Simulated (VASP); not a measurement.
Here is a VASP 6.6.1 calculation.

Contents of INCAR:

```
SYSTEM = KTaO3
PREC = Accurate
ENCUT = 600
EDIFF = 1E-6
ISMEAR = 0
SIGMA = 0.02
LREAL = .FALSE.
LASPH = .TRUE.
NELM = 120
ALGO = Normal
ISIF = 2
LWAVE = .FALSE.
LCHARG = .FALSE.
GGA = PS
NBANDS = 27
GGA_COMPAT = .FALSE.
```

KPOINTS

```
Automatic mesh
0
G
  8 8 8
  0 0 0
```

The input POSCAR:

```
KTaO3
1.0
    4.1298509695      0.0000000000      0.0000000000
    0.0000000000      4.1298509695      0.0000000000
    0.0000000000      0.0000000000      3.8185013787
K Ta O
1 1 3
Direct
    0.0000000000      0.0000000000      0.0000000000
    0.5000000000      0.5000000000      0.5000000000
    0.5000000000      0.5000000000      0.0000000000
    0.5000000000      0.0000000000      0.5000000000
    0.0000000000      0.5000000000      0.5000000000
```

Potentials or basis: VASP PAW PBE potentials, release 64 (K_sv, Ta_pv, O).

Launch:

```sh
$ cat potpaw_PBE.64/K_sv/POTCAR potpaw_PBE.64/Ta_pv/POTCAR potpaw_PBE.64/O/POTCAR > POTCAR
$ mpirun -np 1 vasp_std > vasp.out
```

**Question.** Estimate the band gap on the k mesh.

**Answer.** 1.89 eV, indirect (least direct gap 2.48 eV).

**Question.** Estimate the pressure.

**Answer.** -2.6 GPa.

Stress tensor (GPa, compression positive):
```
-12.71   0.00   0.00
  0.00 -12.71   0.00
  0.00   0.00  17.63
```

Caveat: the PAW data sets were made with another functional, which shifts forces and pressure a little; spin-orbit coupling is left out, which moves the levels of the heavy elements. A k mesh can miss the band edges.
